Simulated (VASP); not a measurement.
# MgO (d.b) (Fm-3m) in VASP: single point with PBE+D3(BJ)

Aim: the single point of MgO (d.b) with PBE+D3(BJ).

Everything below comes from runs of VASP 6.6.1. Logs are shortened: lines on timing, memory, paths and dates and some standing lists are left out, and cuts for length are marked.

### 1 The cell of the first run

It takes space group Fm-3m (No. 225, cubic). Conventional cell: a = 4.220 Å, b = 4.220 Å, c = 4.220 Å, α = 90.00°, β = 90.00°, γ = 90.00°. Within 2.8 Å of Mg (site symmetry m-3m) lie 6 O at 2.11 Å. O (site symmetry m-3m) has 6 Mg at 2.11 Å within 2.8 Å.

### 2 Single point, PBE+D3(BJ)

INCAR reads:

```
SYSTEM = MgO
PREC = Accurate
ENCUT = 600
EDIFF = 1E-6
ISMEAR = 0
SIGMA = 0.1
LREAL = .False.
LASPH = .True.
NELM = 120
ALGO = Normal
ISIF = 2
LWAVE = .False.
LCHARG = .False.
GGA = PE
IVDW = 12
NBANDS = 11
GGA_COMPAT = .False.
```

KPOINTS reads:

```
regular mesh
0
Gamma
  8 8 8
  0 0 0
```

POSCAR reads:

```
MgO
1.0
    0.0000000000      2.1100000000      2.1100000000
    2.1100000000      0.0000000000      2.1100000000
    2.1100000000      2.1100000000      0.0000000000
Mg O
1 1
Direct
    0.0000000000      0.0000000000      0.0000000000
    0.5000000000      0.5000000000      0.5000000000
```

Potentials or basis: VASP PAW PBE potentials, release 64 (Mg, O).

The run is started by

```console
> cat potpaw_PBE.64/Mg/POTCAR potpaw_PBE.64/O/POTCAR > POTCAR
> mpirun -np 1 vasp_std > vasp.out
```

OUTCAR:

```text
SYSTEM = MgO
   PREC = Accurate
   ENCUT = 600
   EDIFF = 1E-6
   ISMEAR = 0
   LREAL = .False.
   LASPH = .True.
   NELM = 120
   ISIF = 2
   GGA = PE
   IVDW = 12
 IVDW          = 12

 ion  position               nearest neighbor table
   1  0.000  0.000  0.000-   2 2.11   2 2.11   2 2.11   2 2.11   2 2.11   2 2.11
   2  0.500  0.500  0.500-   1 2.11   1 2.11   1 2.11   1 2.11   1 2.11   1 2.11

  LATTYP: Found a face centered cubic cell.
 ALAT       =     4.2200000000

  Lattice vectors:

 A1 = (   0.0000000000,   2.1100000000,   2.1100000000)
 A2 = (   2.1100000000,   0.0000000000,   2.1100000000)
 A3 = (   2.1100000000,   2.1100000000,   0.0000000000)

Analysis of symmetry for initial positions (statically):
=====================================================================
 Subroutine PRICEL returns:
 Original cell was already a primitive cell.

 Routine SETGRP: Setting up the symmetry group for a
 face centered cubic supercell.

 Subroutine GETGRP returns: Found 48 space group operations
[... 9 lines left out ...]

 Routine SETGRP: Setting up the symmetry group for a
 face centered cubic supercell.

 Subroutine GETGRP returns: Found 48 space group operations
[... 11 lines left out ...]
                                     Primitive cell

  volume of cell :      18.7879

  direct lattice vectors                    reciprocal lattice vectors
     0.000000000  2.110000000  2.110000000    -0.236966825  0.236966825  0.236966825
     2.110000000  0.000000000  2.110000000     0.236966825 -0.236966825  0.236966825
     2.110000000  2.110000000  0.000000000     0.236966825  0.236966825 -0.236966825

  length of vectors
     2.983990617  2.983990617  2.983990617     0.410438580  0.410438580  0.410438580

  position of ions in fractional coordinates (direct lattice)
     0.000000000  0.000000000  0.000000000
     0.500000000  0.500000000  0.500000000

  ion indices of the primitive-cell ions
   primitive index   ion index
                 1           1
                 2           2

----------------------------------------------------------------------------------------

 KPOINTS: regular mesh

Automatic generation of k-mesh.
 Grid dimensions read from file:
 generate k-points for:    8    8    8

 Generating k-lattice:

  Cartesian coordinates                     Fractional coordinates (reciprocal lattice)
    -0.029620853  0.029620853  0.029620853     0.125000000  0.000000000  0.000000000
     0.029620853 -0.029620853  0.029620853     0.000000000  0.125000000  0.000000000
     0.029620853  0.029620853 -0.029620853     0.000000000  0.000000000  0.125000000

  Length of vectors
     0.051304822  0.051304822  0.051304822

  Shift w.r.t. Gamma in fractional coordinates (k-lattice)
     0.000000000  0.000000000  0.000000000

 Subroutine IBZKPT returns following result:
 ===========================================

 Found     29 irreducible k-points:

 Following reciprocal coordinates:
            Coordinates               Weight
  0.000000  0.000000  0.000000      1.000000
  0.125000  0.000000  0.000000      8.000000
  0.250000  0.000000  0.000000      8.000000
  0.375000  0.000000  0.000000      8.000000
  0.500000  0.000000  0.000000      4.000000
  0.125000  0.125000  0.000000      6.000000
[... 16 lines left out ...]
  0.500000  0.250000  0.125000     48.000000
 -0.375000  0.250000  0.125000     24.000000
 [... further k-points ...]
   k-points           NKPTS =     29   k-points in BZ     NKDIM =     29   number of bands    NBANDS=     11
   number of dos      NEDOS =    301   number of ions     NIONS =      2
   total plane-waves  NPLWV =  13824
   dimension x,y,z NGX =    24 NGY =   24 NGZ =   24
   dimension x,y,z NGXF=    48 NGYF=   48 NGZF=   48
   ions per type =               1   1
   NGX,Y,Z   is equivalent  to a cutoff of  13.37, 13.37, 13.37 a.u.
   NGXF,Y,Z  is equivalent  to a cutoff of  26.74, 26.74, 26.74 a.u.
 SYSTEM =  MgO
   PREC   = accura    normal or accurate (medium, high low for compatibility)
   ISTART =      0    job   : 0-new  1-cont  2-samecut
   ICHARG =      2    charge: 1-file 2-atom 10-const
   ISPIN  =      1    spin polarized calculation?
   LNONCOLLINEAR =      F non collinear calculations
   LSORBIT =      F    spin-orbit coupling
   LASPH  =      T    aspherical Exc in radial PAW
   ENCUT  =  600.0 eV  44.10 Ry    6.64 a.u.   5.96  5.96  5.96*2*pi/ulx,y,z
   NELM   =    120;   NELMIN=  2; NELMDL= -5     # of ELM steps
   EDIFF  = 0.1E-05   stopping-criterion for ELM
   LREAL  =      F    real-space projection
   EDIFFG = 0.1E-04   stopping-criterion for IOM
   NSW    =      0    number of steps for IOM
   IBRION =     -1    ionic relax: 0-MD 1-quasi-New 2-CG
   NFREE  =      0    steps in history (QN), initial steepest desc. (CG)
   ISIF   =      2    stress and relaxation
   ISYM   =      2    0-nonsym 1-usesym 2-fastsym
   POTIM  = 0.5000    time-step for ionic-motion
   TEBEG  =    0.0;   TEEND  =   0.0 temperature during run
   PSTRESS=    0.0 pullay stress
   NELECT =       8.0000    total number of electrons
   NUPDOWN=      -1.0000    fix difference up-down
   EMIN   =  10.00;   EMAX   =-10.00  energy-range for DOS
   EFERMI =   0.00;   METHOD = LEGACY
   ISMEAR =     0;   SIGMA  =   0.10  broadening in eV -4-tet -1-fermi 0-gaus
   EFERMI_NEDOS =   21; number of points for ismear=-14 and -15
   IALGO  =     38    algorithm
   IMIX   =      4    mixing-type and parameters
     AMIX     =   0.40;   BMIX     =  1.00
     AMIX_MAG =   1.60;   BMIX_MAG =  1.00
  volume/ion in A,a.u.               =       9.39        63.39
  Fermi-wavevector in a.u.,A,eV,Ry     =   1.231627  2.327437 20.638731  1.516904
  Thomas-Fermi vector in A             =   2.366429
   LORBIT       =      0    0 simple, 1 ext, 2 COOP (PROOUT), +10 PAW based schemes
   GGA     = PE    functional components
   LHFCALC =     F    Hartree Fock is set to
   AEXX    =    0.0000 exact exchange contribution
   IVDW    =    12    specifies the selected vdW correction
   LEPSILON=     F    determine dielectric tensor
   LRPA    =     F    only Hartree local field effects (RPA)
 non-spin polarized calculation
 Gauss-broadening in eV      SIGMA  =   0.10
  energy-cutoff  :      600.00
  volume of cell :       18.79
 maximum number of plane-waves:       638
   NGX = 11   NGY = 11   NGZ = 11

 number of electron       8.0000005 magnetization

 Free energy of the ion-electron system (eV)
  ---------------------------------------------------
  ext. energy  EPLUGINS =         0.00000000
  ---------------------------------------------------
  free energy    TOTEN  =       -11.91128813 eV

  energy without entropy =      -11.91128813  energy(sigma->0) =      -11.91128813

 E-fermi :   3.6273     XC(G=0): -11.0515

 val. band max:        3.1428070528   @ k =   0.0000   0.0000   0.0000
 cond. band min:       7.8156810859   @ k =   0.0000   0.0000   0.0000
 fundamental gap:      4.6728740331
 Fermi energy:         3.6273196355

 k-point     1 :       0.0000    0.0000    0.0000
  band No.  band energies     occupation
      1     -14.0909      2.00000
      2       3.1428      2.00000
      3       3.1428      2.00000
      4       3.1428      2.00000
      5       7.8157      0.00000
      6      18.9130      0.00000
      7      18.9130      0.00000
      8      18.9130      0.00000
      9      22.8136      0.00000
     10      24.5825      0.00000
     11      24.5825      0.00000

 k-point     2 :       0.1250    0.0000    0.0000
  band No.  band energies     occupation
      1     -13.9294      2.00000
      2       2.1908      2.00000
      3       3.0407      2.00000
      4       3.0407      2.00000
      5       8.7306      0.00000
      6      17.2352      0.00000
      7      19.2684      0.00000
      8      19.2684      0.00000
      9      23.6055      0.00000
     10      23.6055      0.00000
     11      24.9554      0.00000

 k-point     3 :       0.2500    0.0000    0.0000
  band No.  band energies     occupation
      1     -13.5100      2.00000
      2       0.4950      2.00000
      3       2.8056      2.00000
      4       2.8056      2.00000
      5      10.1800      0.00000
      6      15.6830      0.00000
      7      19.7510      0.00000
      8      19.7510      0.00000
      9      23.2161      0.00000
     10      23.2161      0.00000
     11      25.0426      0.00000

 k-point     4 :       0.3750    0.0000    0.0000
  band No.  band energies     occupation
      1     -13.0376      2.00000
      2      -0.9030      2.00000
      3       2.5843      2.00000
      4       2.5843      2.00000
      5      10.9045      0.00000
      6      15.4668      0.00000
      7      19.5681      0.00000
      8      19.5681      0.00000
      9      24.2580      0.00000
     10      24.5265      0.00000
     11      24.5265      0.00000

 k-point     5 :       0.5000    0.0000    0.0000
  band No.  band energies     occupation
      1     -12.8218      2.00000
      2      -1.4486      2.00000
      3       2.4961      2.00000
      4       2.4961      2.00000
      5      11.0053      0.00000
      6      15.6842      0.00000
      7      19.3974      0.00000
      8      19.3974      0.00000
      9      23.9506      0.00000
     10      25.5735      0.00000
     11      25.5735      0.00000

 k-point     6 :       0.1250    0.1250    0.0000
  band No.  band energies     occupation
      1     -13.8779      2.00000
      2       2.1112      2.00000
      3       2.9124      2.00000
      4       2.9124      2.00000
      5       9.0268      0.00000
      6      16.7362      0.00000
      7      19.4213      0.00000
      8      19.4213      0.00000
      9      21.9136      0.00000
     10      25.0607      0.00000
     11      26.0408      0.00000

 k-point     7 :       0.2500    0.1250    0.0000
  band No.  band energies     occupation
      1     -13.5502      2.00000
      2       0.8874      2.00000
      3       2.6611      2.00000
      4       2.6661      2.00000
      5      10.3227      0.00000
      6      15.3958      0.00000
      7      19.4589      0.00000
      8      19.9256      0.00000
      9      21.1256      0.00000
     10      24.9824      0.00000
     11      27.0741      0.00000

 k-point     8 :       0.3750    0.1250    0.0000
  band No.  band energies     occupation
      1     -13.0974      2.00000
      2      -0.4318      2.00000
      3       2.2963      2.00000
      4       2.4531      2.00000
      5      11.3926      0.00000
      6      15.0317      0.00000
      7      18.4788      0.00000
      8      19.9892      0.00000
      9      22.4182      0.00000
     10      25.5945      0.00000
     11      26.5149      0.00000
[... 141 lines left out ...]
 k-point    19 :       0.5000    0.3750    0.0000
  band No.  band energies     occupation
      1     -12.6081      2.00000
      2      -0.7137      2.00000
      3       1.4306      2.00000
      4       1.8960      2.00000
      5      12.7250      0.00000
      6      13.5324      0.00000
      7      16.0581      0.00000
      8      21.6338      0.00000
      9      21.6420      0.00000
     10      29.1986      0.00000
     11      29.5291      0.00000

 k-point    20 :      -0.3750    0.3750    0.0000
  band No.  band energies     occupation
      1     -12.5496      2.00000
      2      -0.3301      2.00000
      3       0.4499      2.00000
      4       2.0071      2.00000
      5      13.2071      0.00000
      6      14.8528      0.00000
      7      15.6218      0.00000
      8      21.1867      0.00000
      9      21.3476      0.00000
     10      28.2100      0.00000
     11      30.2935      0.00000

 k-point    21 :       0.5000    0.5000    0.0000
  band No.  band energies     occupation
      1     -12.5655      2.00000
      2      -0.9177      2.00000
      3       1.8026      2.00000
      4       1.8026      2.00000
      5      12.2580      0.00000
      6      13.0527      0.00000
      7      16.1816      0.00000
      8      22.0291      0.00000
      9      22.0291      0.00000
     10      28.3425      0.00000
     11      29.9129      0.00000

 k-point    22 :       0.3750    0.2500    0.1250
  band No.  band energies     occupation
      1     -13.2096      2.00000
      2       0.1410      2.00000
      3       1.9992      2.00000
      4       2.5332      2.00000
      5      11.5796      0.00000
      6      14.6084      0.00000
      7      18.1616      0.00000
      8      20.6240      0.00000
      9      21.2038      0.00000
     10      25.5175      0.00000
     11      28.8736      0.00000

 k-point    23 :       0.5000    0.2500    0.1250
  band No.  band energies     occupation
      1     -12.8376      2.00000
      2      -0.5437      2.00000
      3       1.4277      2.00000
      4       2.2827      2.00000
      5      12.5907      0.00000
      6      14.7580      0.00000
      7      17.0024      0.00000
      8      20.2191      0.00000
      9      22.7672      0.00000
     10      25.4778      0.00000
     11      29.0737      0.00000

 k-point    24 :      -0.3750    0.2500    0.1250
  band No.  band energies     occupation
      1     -12.6724      2.00000
      2      -0.8346      2.00000
      3       1.2214      2.00000
      4       2.1640      2.00000
      5      12.7761      0.00000
      6      15.2876      0.00000
      7      16.5748      0.00000
      8      19.9730      0.00000
      9      23.6041      0.00000
     10      25.1458      0.00000
     11      29.2141      0.00000

 [... further k-points ...]

------------------------ aborting loop because EDIFF is reached ----------------------------------------

 Edisp (eV)   -0.58282

 E8    (eV) :    -0.2282

  FORCE on cell =-STRESS in cart. coord.  units (eV):
  Direction    XX          YY          ZZ          XY          YZ          ZX
  --------------------------------------------------------------------------------------
  -------------------------------------------------------------------------------------
  Total      -0.27652    -0.27652    -0.27652    -0.00000    -0.00000    -0.00000
  in kB     -23.58059   -23.58059   -23.58059    -0.00000    -0.00000    -0.00000
  external pressure =      -23.58 kB  Pullay stress =        0.00 kB

 VOLUME and BASIS-vectors are now :
 -----------------------------------------------------------------------------
  energy-cutoff  :      600.00
  volume of cell :       18.79
      direct lattice vectors                 reciprocal lattice vectors
     0.000000000  2.110000000  2.110000000    -0.236966825  0.236966825  0.236966825
     2.110000000  0.000000000  2.110000000     0.236966825 -0.236966825  0.236966825
     2.110000000  2.110000000  0.000000000     0.236966825  0.236966825 -0.236966825

 POSITION                                       TOTAL-FORCE (eV/Angst)
 -----------------------------------------------------------------------------------
      0.00000      0.00000      0.00000        -0.000000     -0.000000      0.000000
      2.11000      2.11000      2.11000         0.000000      0.000000      0.000000
 -----------------------------------------------------------------------------------
    total drift:                               -0.000000     -0.000000      0.000000

  FREE ENERGIE OF THE ION-ELECTRON SYSTEM (eV)
  ---------------------------------------------------
  free  energy   TOTEN  =       -12.4941033086 eV

  energy  without entropy=      -12.4941033086  energy(sigma->0) =      -12.49410331
```

Wall time 14 s (1 thread of Intel Xeon 8259CL, shared host); peak memory 0.15 GiB.

Results:

- Free energy: -12.4941 eV
- Pressure: -2.4 GPa
- Band gap on the k mesh: 4.67 eV, direct
- Dispersion energy per atom: -0.291 eV
